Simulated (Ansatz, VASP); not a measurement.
# Two plane-wave programs on ScGa3

The input INCAR:

```
SYSTEM = ScGa3
ALGO = Normal ; EDIFF = 1E-8
ENCUT = 520 ; ISIF = 2
ISMEAR = -1 ; LASPH = .True.
LCHARG = .False. ; LEFG = .True.
LREAL = .False. ; LWAVE = .False.
NBANDS = 33 ; NELM = 80
PREC = Accurate ; SIGMA = 0.05
```

Contents of KPOINTS:

```
k-points
0
Gamma
  9 9 9
  0 0 0
```

Contents of POSCAR:

```
ScGa3
1.0
    4.0396553778      0.0000000000      0.0000000000
    0.0000000000      4.0396553778      0.0000000000
    0.0000000000      0.0000000000      4.0396553778
Sc Ga
1 3
Direct
    0.0000000000      0.0000000000      0.0000000000
    0.0000000000      0.5000000000      0.5000000000
    0.5000000000      0.0000000000      0.5000000000
    0.5000000000      0.5000000000      0.0000000000
```

Input for Ansatz:

```yaml
crystal:
  lattice:
    - [4.0396553778, 0.0, 0.0]
    - [0.0, 4.0396553778, 0.0]
    - [0.0, 0.0, 4.0396553778]
  atoms:
    - { symbol: Sc, position: [0.0, 0.0, 0.0] }
    - { symbol: Ga, position: [0.0, 0.5, 0.5] }
    - { symbol: Ga, position: [0.5, 0.0, 0.5] }
    - { symbol: Ga, position: [0.5, 0.5, 0.0] }
kpoints:
  mp_grid: { grid: [9, 9, 9] }
scf:
  occupations: { method: fermi_dirac, width: 0.05 }
hamiltonian:
  xc: lda
  pseudopotentials: { kind: paw }
output:
  forces: true
  stress: true
  eigenvalues: true
  efg: { contact_densities: true }
```

Change from the starting cell: volume scaled by 0.96, PAW files.

Alike in both runs: task electric field gradients; functional LDA; k mesh 9 × 9 × 9; occupations fermi-dirac, width 0.05 eV; no spin polarisation.

|  | VASP | Ansatz |
| --- | --- | --- |
| version | VASP 6.6.1 | Ansatz 0.2.0 |
| potentials or method | VASP PAW LDA potentials, release 64 (Sc_sv, Ga_d) | PAW with Ansatz's default frozen-core files, scalar-relativistic |
| plane-wave cutoff (eV) | 520 | 420 |
| valence electrons in the cell | 50 | 50 |

```tsv
	VASP	Ansatz	Ansatz less VASP
pressure (GPa)	-2.2	-2.5	-0.27
size of Vzz on the site where it differs most (V/Å²)	64.6	67.0	+2.37
```

LDA's correlation is that of Perdew and Zunger in VASP and of Perdew and Wang (1992) in Ansatz.
